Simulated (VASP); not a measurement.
A run of VASP 6.6.1:

Contents of INCAR:

```
SYSTEM = Al2O3
PREC = Accurate
ENCUT = 520
EDIFF = 1E-6
ISMEAR = -1
SIGMA = 0.05
LREAL = .FALSE.
LASPH = .TRUE.
NELM = 80
ALGO = Normal
ISIF = 2
LWAVE = .FALSE.
LCHARG = .FALSE.
GGA = PS
IVDW = 12
NBANDS = 35
```

File KPOINTS:

```
Automatic mesh
0
G
  5 3 7
  0 0 0
```

Contents of POSCAR:

```
Al2O3
1.0
    4.5040748421      0.0000000000      0.0000000000
    0.0000000000      9.5380464894      0.0000000000
    0.0000000000      0.0000000000      2.9930506079
Al O
4 6
Direct
    1.1252698741      0.8346446278      0.0000000000
   -0.1252698741      0.1653553722      0.0000000000
    0.6252698741      0.6653553722      0.5000000000
    0.3747301259      0.3346446278      0.5000000000
    0.5000000000      0.5000000000      0.5000000000
    0.3206898835      0.7882656056      0.5000000000
    0.1793101165      0.2882656056      0.0000000000
    0.8206898835      0.7117343944      0.0000000000
    0.0000000000      0.0000000000      0.0000000000
    0.6793101165      0.2117343944      0.5000000000
```

Potentials or basis: VASP PAW PBE potentials, release 64 (Al, O).

The run is started by

```console
$ cat potpaw_PBE.64/Al/POTCAR potpaw_PBE.64/O/POTCAR > POTCAR
$ mpirun -np 1 vasp_std > vasp.out
```

Hardware: 1 thread of Intel(R) Xeon(R) 6975P-C (Granite Rapids) (shared host).

Question: How long does it take, and how much memory?

Answer: Wall time 49 s on 1 thread of Intel(R) Xeon(R) 6975P-C (Granite Rapids), on a shared host, peak memory 0.27 GiB. Counts: scf iterations 15, k points 24.
